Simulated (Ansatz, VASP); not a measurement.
**Two plane-wave programs on Tl**

```xyz
1
Lattice="0.0000 2.4292 2.4292 2.4292 0.0000 2.4292 2.4292 2.4292 0.0000" Properties=species:S:1:pos:R:3 pbc="T T T"
Tl    0.0000    0.0000    0.0000
```

Alike in both runs: task single point; functional PBEsol; k mesh 14 × 14 × 14; occupations gaussian, width 0.1 eV; no spin polarisation.

|  | VASP | Ansatz |
| --- | --- | --- |
| version | VASP 6.6.1 | Ansatz 0.2.0 |
| potentials or method | VASP PAW PBE potentials, release 64 (Tl_d), cutoff 520 eV | scalar-relativistic, plane waves, PAW |
| valence electrons in the cell | 13 | 13 |

|  | VASP | Ansatz | Ansatz less VASP |
| --- | --- | --- | --- |
| gap on the k mesh at the Fermi level (eV) | none | none | - |
| pressure (GPa) | -0.4 | -0.4 | +0.07 |

VASP's potentials were made for PBE, not for PBEsol. A gap of «none» marks a metal or a gap that the smearing closes.

Spin-orbit coupling is off throughout.
